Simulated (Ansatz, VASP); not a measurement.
**One calculation of AlN, two programs**

```
Al N
1.0
    -0.01978    1.96811    1.96811
     1.96811   -0.01978    1.96811
     1.96811    1.96811   -0.01978
Al N
1 1
Direct
  0.00000 0.00000 0.00000
  0.50000 0.50000 0.50000
```

Change from the starting cell: equal xy, yz and zx shear strains of -1 %, crystal datasets.

Alike in both runs: task electric field gradients; functional PBE; k mesh 10 × 10 × 10; occupations fermi-dirac, width 0.02 eV; no spin polarisation.

|  | VASP | Ansatz |
| --- | --- | --- |
| version | VASP 6.6.1 | Ansatz 0.2.0 |
| potentials or method | VASP PAW PBE potentials, release 64 (Al, N), cutoff 520 eV | all-electron PAW with datasets made for the crystal, scalar-relativistic |

```tsv
	VASP	Ansatz	Ansatz less VASP
gap on the k mesh at the Fermi level (eV)	4.90	4.91	+0.005
pressure (GPa)	25.3	25.6	+0.29
traceless stress, the component that is largest in VASP (GPa)	3.39	3.39	-0.003
size of Vzz on the site where it differs most (V/Å²)	0.3	0.7	+0.45
```

Ansatz ran all-electron here, and VASP with PAW potentials.
